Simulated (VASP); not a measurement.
A run of VASP 6.6.1 is set up as follows.

INCAR

```
  ALGO = Normal
  EDIFF = 1E-6
  ENCUT = 520
  GGA = PS
  ISIF = 2
  ISMEAR = 0
  LASPH = True
  LCHARG = False
  LREAL = False
  LWAVE = False
  NBANDS = 20
  NELM = 80
  PREC = Accurate
  SIGMA = 0.15
```

The input KPOINTS:

```
k-points
0
Gamma
  18 18 10
```

The input POSCAR:

```
Ta2N
1.0
    3.0782595490      0.0000000000      0.0000000000
   -1.5391297745      2.6658509688      0.0000000000
    0.0000000000      0.0000000000      4.8239329370
Ta N
2 1
Direct
    0.6666666667      0.3333333333      0.7463700642
    0.3333333333      0.6666666667      0.2536299358
    0.0000000000      0.0000000000      0.0000000000
```

Potentials or basis: VASP PAW PBE potentials, release 64 (Ta_pv, N).

Run with:

```bash
$ cat potpaw_PBE.64/Ta_pv/POTCAR potpaw_PBE.64/N/POTCAR > POTCAR
$ mpirun -np 1 vasp_std > vasp.out
```

**Question.** Estimate the pressure.

**Answer.** 0.6 GPa.

**Question.** Estimate the largest force.

**Answer.** 0.075 eV/Å.

Stress tensor (GPa, compression positive):
```
0.69 0.00 0.00
0.00 0.69 0.00
0.00 0.00 0.57
```

Caveat: the PAW data sets were made with another functional, which shifts forces and pressure a little.
